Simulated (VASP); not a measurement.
# MgGaC4N4 (P-43m) in VASP: notebook, part 2 of 2

VASP 6.6.1. The steps go on from the part before.

## Step 4: Single point, PBE, collinear spin, ferromagnetic start

The input, INCAR:

```
SYSTEM = MgGaC4N4
PREC     = Accurate       ! precision mode
ENCUT    = 520            ! plane-wave cutoff, eV
EDIFF    = 1E-6           ! SCF threshold, eV
ISMEAR   = 0              ! smearing method
SIGMA    = 0.1            ! smearing width, eV
LREAL    = .False.        ! projectors in reciprocal space
LASPH    = .True.         ! aspherical terms in the spheres
NELM     = 150            ! most SCF steps
ALGO     = Normal         ! electronic algorithm
ISIF     = 2              ! what is computed and relaxed
LWAVE    = .False.        ! write WAVECAR
LCHARG   = .False.        ! write CHGCAR
ISPIN    = 2              ! spin polarisation
MAGMOM   = 0 0 1 1 1 1 1 1 1 1 ! initial moments
LORBIT   = 11             ! projections on sites
GGA      = PE             ! functional
NBANDS   = 40             ! bands
```

The input, KPOINTS:

```
Automatic mesh
0
Gamma
  4 4 4
  0 0 0
```

The input, POSCAR:

```
MgGaC4N4
1.0
    5.9363154700      0.0000000000      0.0000000000
    0.0000000000      5.9363154700      0.0000000000
    0.0000000000      0.0000000000      5.9363154700
Mg Ga C N
1 1 4 4
Direct
    0.5000000000      0.5000000000      0.5000000000
    0.0000000000      0.0000000000      0.0000000000
    0.1843999200      0.1843999200      0.1843999200
    0.1843999200      0.8156000800      0.8156000800
    0.8156000800      0.1843999200      0.8156000800
    0.8156000800      0.8156000800      0.1843999200
    0.2981910100      0.2981910100      0.2981910100
    0.2981910100      0.7018089900      0.7018089900
    0.7018089900      0.2981910100      0.7018089900
    0.7018089900      0.7018089900      0.2981910100
```

Potentials or basis: VASP PAW PBE potentials, release 64 (Mg, Ga_d, C, N).

Command:

```
cat potpaw_PBE.64/Mg/POTCAR potpaw_PBE.64/Ga_d/POTCAR potpaw_PBE.64/C/POTCAR potpaw_PBE.64/N/POTCAR > POTCAR
mpirun -np 1 vasp_std > vasp.out
```

OUTCAR:

```text
SYSTEM = MgGaC4N4
   PREC = Accurate
   ENCUT = 520
   EDIFF = 1E-6
   ISMEAR = 0
   LREAL = .False.
   LASPH = .True.
   NELM = 150
   ISIF = 2
   ISPIN = 2
   LORBIT = 11
   GGA = PE

 ion  position               nearest neighbor table
   1  0.500  0.500  0.500-   7 2.08   8 2.08   9 2.08  10 2.08
   2  0.000  0.000  0.000-   3 1.90   4 1.90   5 1.90   6 1.90
   3  0.184  0.184  0.184-   7 1.17   2 1.90
   4  0.184  0.816  0.816-   8 1.17   2 1.90
   5  0.816  0.184  0.816-   9 1.17   2 1.90
   6  0.816  0.816  0.184-  10 1.17   2 1.90
   7  0.298  0.298  0.298-   3 1.17   1 2.08
   8  0.298  0.702  0.702-   4 1.17   1 2.08
   9  0.702  0.298  0.702-   5 1.17   1 2.08
  10  0.702  0.702  0.298-   6 1.17   1 2.08

  LATTYP: Found a simple cubic cell.
 ALAT       =     5.9363154700

  Lattice vectors:

[... 1036 lines left out ...]
      4.16616      1.77016      4.16616        -0.544289      0.544289     -0.544289
      4.16616      4.16616      1.77016        -0.544289     -0.544289      0.544289
 -----------------------------------------------------------------------------------
    total drift:                                0.000000      0.000000      0.000000

  FREE ENERGIE OF THE ION-ELECTRON SYSTEM (eV)
  ---------------------------------------------------
  free  energy   TOTEN  =       -72.3289966164 eV

  energy  without entropy=      -72.2885222325  energy(sigma->0) =      -72.30875942

 total charge

# of ion       s       p       d       tot
------------------------------------------
    1        0.135   0.152   0.054   0.341
    2        0.792   1.133  10.167  12.092
    3        0.949   1.679   0.000   2.629
    4        0.949   1.679   0.000   2.629
    5        0.949   1.679   0.000   2.629
    6        0.949   1.679   0.000   2.629
    7        1.304   2.584   0.000   3.888
    8        1.304   2.584   0.000   3.888
    9        1.304   2.584   0.000   3.888
   10        1.304   2.584   0.000   3.888
--------------------------------------------------
tot          9.941  18.337  10.221  38.498

 magnetization (x)

# of ion       s       p       d       tot
------------------------------------------
    1       -0.000   0.003   0.002   0.005
    2       -0.002   0.011   0.025   0.034
    3        0.005   0.030   0.000   0.034
    4        0.005   0.030   0.000   0.034
    5        0.005   0.030   0.000   0.034
    6        0.005   0.030   0.000   0.034
    7        0.001   0.024   0.000   0.025
    8        0.001   0.024   0.000   0.025
    9        0.001   0.024   0.000   0.025
   10        0.001   0.024   0.000   0.025
--------------------------------------------------
tot          0.020   0.228   0.027   0.275
```

stdout:

```text
POSCAR found type information on POSCAR MgGaC N
 POSCAR found :  4 types and      10 ions
 scaLAPACK will be used
 LDA part: xc-table for (Slater+PW92), standard interpolation
 POSCAR, INCAR and KPOINTS ok, starting setup
 FFT: planning ... GRIDC
 FFT: planning ... GRID_SOFT
 FFT: planning ... GRID
 WAVECAR not read
 entering main loop
```

It took 1.8 min on 1 thread of Intel Xeon 6975P-C (Granite Rapids), shared host; peak memory 0.49 GiB.

Results:

```
Free energy                                           : -72.3290 eV
Pressure                                              : 2.5 GPa
Largest force                                         : 0.943 eV/Å
Net moment                                            : 0.62 μB per cell
Site moments                                          : Mg +0.01; Ga +0.03; C +0.03; N +0.03 μB
Valence electrons inside the program's atomic spheres : Mg 0.34; Ga 12.09; C 2.63; N 3.89
```

Forces in eV/Å, atoms in the order of the input:
```
Mg   0.000  0.000  0.000
Ga   0.000  0.000  0.000
C    0.356  0.356  0.356
C    0.356 -0.356 -0.356
C   -0.356  0.356 -0.356
C   -0.356 -0.356  0.356
N    0.544  0.544  0.544
N    0.544 -0.544 -0.544
N   -0.544  0.544 -0.544
N   -0.544 -0.544  0.544
```

Caveat: a moment this small can come from the mesh or the smearing.

## Step 5: The runs side by side

```csv
task,spin,cell,k mesh,cutoff (eV),gap on the mesh (eV),pressure (GPa),relaxed volume (Å³/atom),largest force (eV/Å)
relaxation of cell and atoms,off,"relaxed from a = 5.936 Å, 10 atoms, atomic positions A",4 × 4 × 4,600,none,-0.1,21.43,0.01
relaxation of cell and atoms,off,"relaxed from a = 5.980 Å, 10 atoms, atomic positions B",6 × 6 × 6,600,none,0.0,21.41,-
single point,"collinear, ferromagnetic start","a = 5.936 Å, 10 atoms, atomic positions A",4 × 4 × 4,520,none,2.5,-,0.94
```

Alike in all rows: level PBE; potentials or basis VASP PAW PBE potentials, release 64 (Mg, Ga_d, C, N); smearing gaussian 0.1 eV.

Caveats: an odd number of electrons without spin polarisation forces a metal (at least some runs); a magnetic or distorted state may lie lower (at least some runs); a moment this small can come from the mesh or the smearing (at least some runs).

Total energies depend on the potentials used, so only differences within one code and one set of settings carry meaning.
